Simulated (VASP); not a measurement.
# Nb3C2 in VASP: single point with PBE

Aim: the single point of Nb3C2 with PBE.

Everything below comes from runs of VASP 6.6.1. Logs are shortened: lines on timing, memory, paths and dates and some standing lists are left out, and cuts for length are marked.

## Step 1: The cell of the first run

The typed cell holds 10 atoms: a = 2.970 Å, b = 4.564 Å, c = 9.605 Å, α = 90.00°, β = 89.98°, γ = 90.00°.

## Step 2: Single point, PBE

Input file INCAR:

```
SYSTEM = Nb3C2
PREC = Accurate
ENCUT = 520
EDIFF = 1E-6
ISMEAR = 0
SIGMA = 0.2
LREAL = .False.
LASPH = .True.
NELM = 60
ALGO = Normal
ISIF = 2
LWAVE = .False.
LCHARG = .False.
GGA = PE
NBANDS = 58
```

Input file KPOINTS:

```
Automatic mesh
0
Gamma
  8 4 2
  0 0 0
```

Input file POSCAR:

```
Nb3C2
1.0
    2.9700017084     -0.0012311725     -0.0029773062
    0.0019018949      4.5635220188      0.0001066727
    0.0124211931     -0.0004334088      9.6051923926
Nb C
6 4
Direct
    0.3999463921      0.1782010637      0.2403545074
    0.8999641339      0.6701651847      0.2273990060
    0.4000399054      0.1701447905      0.7726025364
    0.9000486218      0.6781812380      0.7596476922
    0.8999926841      0.1787140595      0.5018916516
    1.3999879329      0.6787118984      0.4981076475
    0.3999910182      0.1522225168      1.0077446566
    0.9000089311      0.6522210974      0.9922565968
    0.9000103199     -0.0126148940     -0.0296218025
    0.4000100606      0.4873863784      1.0296175080
```

Potentials or basis: VASP PAW PBE potentials, release 64 (Nb_sv, C).

Command:

```
cat potpaw_PBE.64/Nb_sv/POTCAR potpaw_PBE.64/C/POTCAR > POTCAR
mpirun -np 1 vasp_std > vasp.out
```

OUTCAR:

```text
SYSTEM = Nb3C2
   PREC = Accurate
   ENCUT = 520
   EDIFF = 1E-6
   ISMEAR = 0
   LREAL = .False.
   LASPH = .True.
   NELM = 60
   ISIF = 2
   GGA = PE

 ion  position               nearest neighbor table
   1  0.400  0.178  0.240-   7 2.24  10 2.47   2 2.69   2 2.69   2 2.76   2 2.76   5 2.92   5 2.92

   2  0.900  0.670  0.227-   8 2.26  10 2.55  10 2.55   1 2.69   1 2.69   1 2.76   1 2.76   6 2.99
                             6 3.00
   3  0.400  0.170  0.773-   7 2.26   9 2.55   9 2.55   4 2.69   4 2.69   4 2.76   4 2.76   5 2.99
                             5 3.00
   4  0.900  0.678  0.760-   8 2.24   9 2.47   3 2.69   3 2.69   3 2.76   3 2.76   6 2.92   6 2.92

   5  0.900  0.179  0.502-   6 2.72   6 2.72   6 2.72   6 2.72   1 2.92   1 2.92   3 2.99   3 3.00

   6  0.400  0.679  0.498-   5 2.72   5 2.72   5 2.72   5 2.72   4 2.92   4 2.92   2 2.99   2 3.00

   7  0.400  0.152  0.008-  10 1.54   9 1.70   9 1.70   1 2.24   3 2.26
   8  0.900  0.652  0.992-   9 1.54  10 1.70  10 1.70   4 2.24   2 2.26
   9  0.900  0.987  0.970-   8 1.54   7 1.70   7 1.70   4 2.47   3 2.55   3 2.55
  10  0.400  0.487  0.030-   7 1.54   8 1.70   8 1.70   1 2.47   2 2.55   2 2.55

  LATTYP: Found a triclinic cell.
 ALAT       =     2.9700034559
 B/A-ratio  =     1.8332870702
 C/A-ratio  =     3.2340704570
 COS(alpha) =     0.0001763614
 COS(beta)  =     0.0002907337
 COS(gamma) =     0.5454664654

  Lattice vectors:

 A1 = (  -2.9700017084,   0.0012311725,   0.0029773062)
 A2 = (  -2.9680998135,   4.5647531913,   0.0030839789)
 A3 = (  -0.0124211931,   0.0004334088,  -9.6051923926)

Analysis of symmetry for initial positions (statically):
=====================================================================
 Subroutine PRICEL returns:
 Original cell was already a primitive cell.

 Routine SETGRP: Setting up the symmetry group for a
 triclinic supercell.

 Subroutine GETGRP returns: Found  1 space group operations
 (whereof  1 operations were pure point group operations)
 out of a pool of  2 trial point group operations.

The static configuration has the point symmetry C_1 .

Analysis of symmetry for dynamics (positions and initial velocities):
=====================================================================
 Subroutine PRICEL returns:
 Original cell was already a primitive cell.

 Routine SETGRP: Setting up the symmetry group for a
 triclinic supercell.

 Subroutine GETGRP returns: Found  1 space group operations
 (whereof  1 operations were pure point group operations)
 out of a pool of  2 trial point group operations.

The dynamic configuration has the point symmetry C_1 .

 Subroutine INISYM returns: Found  1 space group operations
 (whereof  1 operations are pure point group operations),
 and found     1 'primitive' translations

----------------------------------------------------------------------------------------

                                     Primitive cell

  volume of cell :     130.1858

  direct lattice vectors                    reciprocal lattice vectors
     2.970001708 -0.001231172 -0.002977306     0.336699648 -0.000140313 -0.000435418
     0.001901895  4.563522019  0.000106673     0.000090847  0.219128958  0.000009770
     0.012421193 -0.000433409  9.605192393     0.000104365 -0.000002477  0.104110221

  length of vectors
     2.970003456  4.563522416  9.605200434     0.336699959  0.219128977  0.104110273

  position of ions in fractional coordinates (direct lattice)
     0.399946392  0.178201064  0.240354507
     0.899964134  0.670165185  0.227399006
     0.400039905  0.170144790  0.772602536
     0.900048622  0.678181238  0.759647692
     0.899992684  0.178714060  0.501891652
     0.399987933  0.678711898  0.498107647
     0.399991018  0.152222517  0.007744657
     0.900008931  0.652221097  0.992256597
     0.900010320  0.987385106  0.970378197
     0.400010061  0.487386378  0.029617508

  ion indices of the primitive-cell ions
   primitive index   ion index
                 1           1
                 2           2
                 3           3
                 4           4
                 5           5
                 6           6
                 7           7
                 8           8
                 9           9
                10          10

----------------------------------------------------------------------------------------

 KPOINTS: Automatic mesh

Automatic generation of k-mesh.
 Grid dimensions read from file:
 generate k-points for:    8    4    2

 Generating k-lattice:

  Cartesian coordinates                     Fractional coordinates (reciprocal lattice)
     0.042087456 -0.000017539 -0.000054427     0.125000000 -0.000000000 -0.000000000
     0.000022712  0.054782240  0.000002443     0.000000000  0.250000000  0.000000000
     0.000052183 -0.000001239  0.052055110    -0.000000000  0.000000000  0.500000000

  Length of vectors
     0.042087495  0.054782244  0.052055137

  Shift w.r.t. Gamma in fractional coordinates (k-lattice)
     0.000000000  0.000000000  0.000000000

 Subroutine IBZKPT returns following result:
 ===========================================

 Found     36 irreducible k-points:

 Following reciprocal coordinates:
            Coordinates               Weight
  0.000000  0.000000  0.000000      1.000000
  0.125000 -0.000000  0.000000      2.000000
  0.250000 -0.000000  0.000000      2.000000
  0.375000 -0.000000  0.000000      2.000000
  0.500000 -0.000000  0.000000      1.000000
 -0.000000  0.250000 -0.000000      2.000000
[... 16 lines left out ...]
  0.500000 -0.000000  0.500000      1.000000
 -0.000000  0.250000  0.500000      2.000000
 [... further k-points ...]
   k-points           NKPTS =     36   k-points in BZ     NKDIM =     36   number of bands    NBANDS=     58
   number of dos      NEDOS =    301   number of ions     NIONS =     10
   total plane-waves  NPLWV =  62208
   dimension x,y,z NGX =    24 NGY =   36 NGZ =   72
   dimension x,y,z NGXF=    48 NGYF=   72 NGZF=  144
   ions per type =               6   4
   NGX,Y,Z   is equivalent  to a cutoff of  13.43, 13.11, 12.46 a.u.
   NGXF,Y,Z  is equivalent  to a cutoff of  26.87, 26.23, 24.92 a.u.
 SYSTEM =  Nb3C2
   PREC   = accura    normal or accurate (medium, high low for compatibility)
   ISTART =      0    job   : 0-new  1-cont  2-samecut
   ICHARG =      2    charge: 1-file 2-atom 10-const
   ISPIN  =      1    spin polarized calculation?
   LNONCOLLINEAR =      F non collinear calculations
   LSORBIT =      F    spin-orbit coupling
   LASPH  =      T    aspherical Exc in radial PAW
   ENCUT  =  520.0 eV  38.22 Ry    6.18 a.u.   5.52  8.49 17.86*2*pi/ulx,y,z
   NELM   =     60;   NELMIN=  2; NELMDL= -5     # of ELM steps
   EDIFF  = 0.1E-05   stopping-criterion for ELM
   LREAL  =      F    real-space projection
   EDIFFG = 0.1E-04   stopping-criterion for IOM
   NSW    =      0    number of steps for IOM
   IBRION =     -1    ionic relax: 0-MD 1-quasi-New 2-CG
   NFREE  =      0    steps in history (QN), initial steepest desc. (CG)
   ISIF   =      2    stress and relaxation
   ISYM   =      2    0-nonsym 1-usesym 2-fastsym
   POTIM  = 0.5000    time-step for ionic-motion
   TEBEG  =    0.0;   TEEND  =   0.0 temperature during run
   PSTRESS=    0.0 pullay stress
   NELECT =      94.0000    total number of electrons
   NUPDOWN=      -1.0000    fix difference up-down
   EMIN   =  10.00;   EMAX   =-10.00  energy-range for DOS
   EFERMI =   0.00;   METHOD = LEGACY
   ISMEAR =     0;   SIGMA  =   0.20  broadening in eV -4-tet -1-fermi 0-gaus
   EFERMI_NEDOS =   21; number of points for ismear=-14 and -15
   IALGO  =     38    algorithm
   IMIX   =      4    mixing-type and parameters
     AMIX     =   0.40;   BMIX     =  1.00
     AMIX_MAG =   1.60;   BMIX_MAG =  1.00
  volume/ion in A,a.u.               =      13.02        87.85
  Fermi-wavevector in a.u.,A,eV,Ry     =   1.468688  2.775418 29.348378  2.157045
  Thomas-Fermi vector in A             =   2.584156
   LORBIT       =      0    0 simple, 1 ext, 2 COOP (PROOUT), +10 PAW based schemes
   GGA     = PE    functional components
   LHFCALC =     F    Hartree Fock is set to
   AEXX    =    0.0000 exact exchange contribution
   IVDW    =     0    specifies the selected vdW correction
   LEPSILON=     F    determine dielectric tensor
   LRPA    =     F    only Hartree local field effects (RPA)
 non-spin polarized calculation
 Gauss-broadening in eV      SIGMA  =   0.20
  energy-cutoff  :      520.00
  volume of cell :      130.19
 maximum number of plane-waves:      3532
 NGX is ok and might be reduce to    24
   NGX = 11   NGY = 17   NGZ = 35

 number of electron      94.0000001 magnetization

 Free energy of the ion-electron system (eV)
  ---------------------------------------------------
  ext. energy  EPLUGINS =         0.00000000
  ---------------------------------------------------
  free energy    TOTEN  =       -93.11302916 eV

  energy without entropy =      -92.99163752  energy(sigma->0) =      -93.05233334

 E-fermi :  11.5447     XC(G=0): -12.6667

 val. band max:       11.5167693235   @ k =   0.0000   0.0000   0.0000
 cond. band min:      11.5731601729   @ k =   0.3750  -0.0000   0.0000
 fundamental gap:      0.0563908493
 Fermi energy:        11.5446671523

 k-point     1 :       0.0000    0.0000    0.0000
  band No.  band energies     occupation
      1     -43.2568      2.00000
      2     -43.2491      2.00000
      3     -42.8771      2.00000
      4     -42.8517      2.00000
      5     -42.8288      2.00000
      6     -42.5014      2.00000
[... 50 lines left out ...]
     57      14.0756      0.00000
     58      14.4779      0.00000

 k-point     2 :       0.1250   -0.0000    0.0000
  band No.  band energies     occupation
      1     -43.2340      2.00000
      2     -43.2273      2.00000
      3     -42.8660      2.00000
      4     -42.8526      2.00000
      5     -42.8195      2.00000
      6     -42.5058      2.00000
[... 50 lines left out ...]
     57      14.3764      0.00000
     58      14.5733      0.00000
[... 1279 lines left out ...]
     57      14.8135      0.00000
     58      14.8140      0.00000

 k-point    24 :      -0.0000    0.2500    0.5000
  band No.  band energies     occupation
      1     -43.2126      2.00000
      2     -43.2064      2.00000
      3     -42.9000      2.00000
      4     -42.8983      2.00000
      5     -42.8020      2.00000
      6     -42.5551      2.00000
[... 50 lines left out ...]
     57      13.9606      0.00000
     58      14.2701      0.00000

 [... further k-points ...]
[... 5 lines left out ...]
  --------------------------------------------------------------------------------------
  -------------------------------------------------------------------------------------
  Total       -0.1983702      0.0116590     -0.3222636     -0.0005496      0.0011871     -0.0141685
  in kB       -2.4413127      0.1434851     -3.9660512     -0.0067645      0.0146099     -0.1743700
  external PRESSURE =      -2.0879596 kB  Pullay stress =       0.0000000 kB

 VOLUME and BASIS-vectors are now :
 -----------------------------------------------------------------------------
  energy-cutoff  :      520.00
  volume of cell :      130.19
      direct lattice vectors                 reciprocal lattice vectors
     2.970001708 -0.001231172 -0.002977306     0.336699648 -0.000140313 -0.000435418
     0.001901895  4.563522019  0.000106673     0.000090847  0.219128958  0.000009770
     0.012421193 -0.000433409  9.605192393     0.000104365 -0.000002477  0.104110221

 POSITION                                       TOTAL-FORCE (eV/Angst)
 -----------------------------------------------------------------------------------
      1.19117      0.81263      2.30748         0.000235      0.000579      0.004794
      2.67699      3.05711      2.18160        -0.000104     -0.004023     -0.001308
      1.19804      0.77563      7.41982        -0.000239     -0.003858      0.001237
      2.68387      3.09346      7.29395        -0.000110      0.000714     -0.005247
      2.67955      0.81424      4.81811        -0.000082      0.001903      0.000921
      1.19544      3.09661      4.78330         0.000282      0.002364     -0.000607
      1.18836      0.69417      0.07321         0.000513     -0.037789     -0.006945
      2.68659      2.97489      9.52821         0.000187     -0.037500      0.006956
      2.68696      4.50443      9.31810        -0.000390      0.038672     -0.013357
      1.18933      2.22369      0.28334        -0.000291      0.038938      0.013554
 -----------------------------------------------------------------------------------
    total drift:                               -0.000516     -0.000247      0.000139

  FREE ENERGIE OF THE ION-ELECTRON SYSTEM (eV)
  ---------------------------------------------------
  free  energy   TOTEN  =       -93.1130291600 eV

  energy  without entropy=      -92.9916375216  energy(sigma->0) =      -93.05233334
```

Run time: 8.3 min. Hardware: 1 thread of Intel Xeon Platinum 8375C at 2.90GHz (Ice Lake), shared host; peak memory 0.34 GiB.

Results:

- Free energy: -93.1130 eV
- Pressure: -0.2 GPa
- Largest force: 0.041 eV/Å
- Band gap on the k mesh: zero (band 47 reaches 13.04 eV, above the bottom of band 48 at 10.79 eV)

Forces in eV/Å, atoms in the order of the input:
```
Nb   0.000  0.001  0.005
Nb   0.000 -0.004 -0.001
Nb   0.000 -0.004  0.001
Nb   0.000  0.001 -0.005
Nb   0.000  0.002  0.001
Nb   0.000  0.002 -0.001
C    0.001 -0.038 -0.007
C    0.000 -0.037  0.007
C    0.000  0.039 -0.013
C    0.000  0.039  0.014
```
